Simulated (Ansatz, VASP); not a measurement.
**One calculation of Ti3Ga, two programs**

Contents of INCAR:

```
PREC = Accurate
ENCUT = 520
EDIFF = 1E-6
ISMEAR = -1
SIGMA = 0.1
LREAL = F
LASPH = T
NELM = 60
ALGO = Normal
ISIF = 2
LWAVE = F
LCHARG = F
GGA = CA
NBANDS = 32
```

Contents of KPOINTS:

```
regular mesh
0
Gamma
  8 8 8
```

The input POSCAR:

```
Ti3Ga
1.0
    5.0792919575      0.0000000656      0.0000000782
    2.0786703914      4.6344725907      0.0000000782
   -3.5789812169     -2.3172363557      2.7605281941
Ti Ga
3 1
Direct
    0.7500000000      0.2500000000      0.5000000000
    0.2500000000      0.7500000000      0.5000000000
    0.5000000000      0.5000000000      0.0000000000
    0.0000000000      0.0000000000      0.0000000000
```

Input for Ansatz:

```yaml
crystal:
  lattice:
    a: 5.079292
    b: 5.079292
    c: 5.079292
    alpha: 134.79902
    beta: 134.79902
    gamma: 65.84264
  atoms:
    - { symbol: Ti, position: [0.75, 0.25, 0.5] }
    - { symbol: Ti, position: [0.25, 0.75, 0.5] }
    - { symbol: Ti, position: [0.5, 0.5, 0.0] }
    - { symbol: Ga, position: [0.0, 0.0, 0.0] }
kpoints:
  mp_grid:
    grid: [8, 8, 8]
hamiltonian:
  xc: lda
  pseudopotentials:
    kind: paw
scf:
  convergence:
    dr2_threshold: 1.0e-09
  occupations:
    method: fermi_dirac
    width: 0.1
output:
  forces: true
  stress: true
  eigenvalues: true
```

Alike in both runs: task single point; functional LDA; k mesh 8 × 8 × 8; occupations fermi-dirac, width 0.1 eV; no spin polarisation.

|  | VASP | Ansatz |
| --- | --- | --- |
| version | VASP 6.6.1 | Ansatz 0.2.0 |
| potentials or method | VASP PAW LDA potentials, release 64 (Ti_sv, Ga_d) | plane waves, PAW |
| plane-wave cutoff (eV) | 520 | 420 |
| valence electrons in the cell | 49 | 49 |

```csv
,VASP,Ansatz,Ansatz less VASP
gap on the k mesh at the Fermi level (eV),none,none,-
pressure (GPa),-7.7,-7.8,-0.10
"traceless stress, the component that is largest in VASP (GPa)",-0.21,-0.19,+0.021
```

LDA's correlation is that of Perdew and Zunger in VASP and of Perdew and Wang (1992) in Ansatz. A gap of «none» marks a metal or a gap that the smearing closes. Ansatz's warnings: stress scf threshold loose.
